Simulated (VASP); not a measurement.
Input of a VASP 6.6.1 run:

The input INCAR:

```
SYSTEM = Hf
  PREC = Accurate
  ENCUT = 520
  EDIFF = 1E-7
  ISMEAR = -1
  SIGMA = 0.1
  LREAL = .FALSE.
  LASPH = .TRUE.
  NELM = 60
  ALGO = Normal
  ISIF = 2
  LWAVE = .FALSE.
  LCHARG = .FALSE.
  GGA = RE
  NBANDS = 22
```

The input KPOINTS:

```
regular mesh
0
G
  10 10 13
  0 0 0
```

Contents of POSCAR:

```
Hf
1.0
    5.0280616080      0.0000000000      0.0000000000
   -2.5140308040      4.3544290843      0.0000000000
    0.0000000000      0.0000000000      3.1196908109
Hf
3
Direct
    1.0000000000      1.0000000000      0.0000000000
    0.3333333333      0.6666666667      0.5000000000
    0.6666666667      0.3333333333      0.5000000000
```

Potentials or basis: VASP PAW PBE potentials, release 64 (Hf_pv).

Launch:

```sh
$ cat potpaw_PBE.64/Hf_pv/POTCAR > POTCAR
$ mpirun -np 1 vasp_std > vasp.out
```

Predict the pressure.

-0.4 GPa.

Estimate the band gap on the k mesh.

zero (bands 15 and 16 overlap by 0.98 eV).

Stress tensor (GPa, compression positive):
```
-0.47  0.00  0.00
 0.00 -0.47  0.00
 0.00  0.00 -0.34
```

Caveat: the PAW data sets were made with another functional, which shifts forces and pressure a little; spin-orbit coupling is left out, which moves the levels of the heavy elements.
